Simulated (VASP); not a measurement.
Here is a VASP 6.6.1 calculation.

INCAR

```
PREC = Accurate ; ENCUT = 600
EDIFF = 1E-6 ; ISMEAR = -1
SIGMA = 0.05 ; LREAL = F
LASPH = T ; NELM = 80
ALGO = Normal ; ISIF = 3
LWAVE = F ; LCHARG = F
GGA = PS ; IBRION = 2
NSW = 80 ; EDIFFG = -0.01
```

Contents of KPOINTS:

```
regular mesh
0
Gamma
  7 7 3
```

File POSCAR:

```
TiCd
1.0
    2.9040000000      0.0000000000      0.0000000000
    0.0000000000      2.9040000000      0.0000000000
    0.0000000000      0.0000000000      8.9540000000
Ti Cd
2 2
Direct
    0.0000000000      0.5000000000      0.6080000000
    0.5000000000      0.0000000000      0.3920000000
    0.0000000000      0.5000000000      0.1300000000
    0.5000000000      0.0000000000      0.8700000000
```

Potentials or basis: VASP PAW PBE potentials, release 64 (Ti_sv, Cd).

Run with:

```sh
$ cat potpaw_PBE.64/Ti_sv/POTCAR potpaw_PBE.64/Cd/POTCAR > POTCAR
$ mpirun -np 1 vasp_std > vasp.out
```

Predict the relaxed cell.

a = 2.869 Å, b = 2.869 Å, c = 8.855 Å, α = 90.00°, β = 90.00°, γ = 90.00°.

Estimate the space group after relaxing (to 0.1 Å).

P4/nmm (No. 129).

Forces in eV/Å, atoms in the order of the input:
```
Ti   0.000  0.000  0.003
Ti   0.000  0.000 -0.003
Cd   0.000  0.000  0.000
Cd   0.000  0.000  0.000
```

Caveat: the PAW data sets were made with another functional, which shifts forces and pressure a little.
